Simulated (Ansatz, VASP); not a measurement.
## Sn4SeS3: VASP beside Ansatz

```
Sn Se S
1.0
     4.17598    0.00000    0.00000
     0.00000    4.17598    0.00000
     0.00000    0.00000   11.80667
Sn Se S
4 1 3
Direct
  0.00000 0.00000 0.00000
  0.50000 0.50000 0.24474
  0.00000 0.00000 0.50000
  0.50000 0.50000 0.75526
  0.50000 0.50000 0.50000
  0.00000 0.00000 0.75187
  0.50000 0.50000 0.00000
  0.00000 0.00000 0.24813
```

Alike in both runs: functional PBE; k mesh 8 × 8 × 4; occupations gaussian, width 0.02 eV; no spin polarisation.

Ansatz relaxed the structure, and its values are those at the end. VASP's run is a single point on that final structure, the one shown.

|  | VASP | Ansatz |
| --- | --- | --- |
| version | VASP 6.6.1 | Ansatz 0.2.0 |
| potentials or method | VASP PAW PBE potentials, release 64 (Sn_d, Se, S), cutoff 520 eV | scalar-relativistic, plane waves, PAW |
| valence electrons in the cell | 80 | 90 |

```csv
,VASP,Ansatz,Ansatz less VASP
gap on the k mesh at the Fermi level (eV),0.13,0.13,0.000
least direct gap on the mesh (eV),0.13,0.13,0.000
pressure (GPa),0.0,0.0,+0.04
```

VASP's potentials hold 80 valence electrons a cell and Ansatz's 90, so a difference there can come from the potentials and not from the codes.
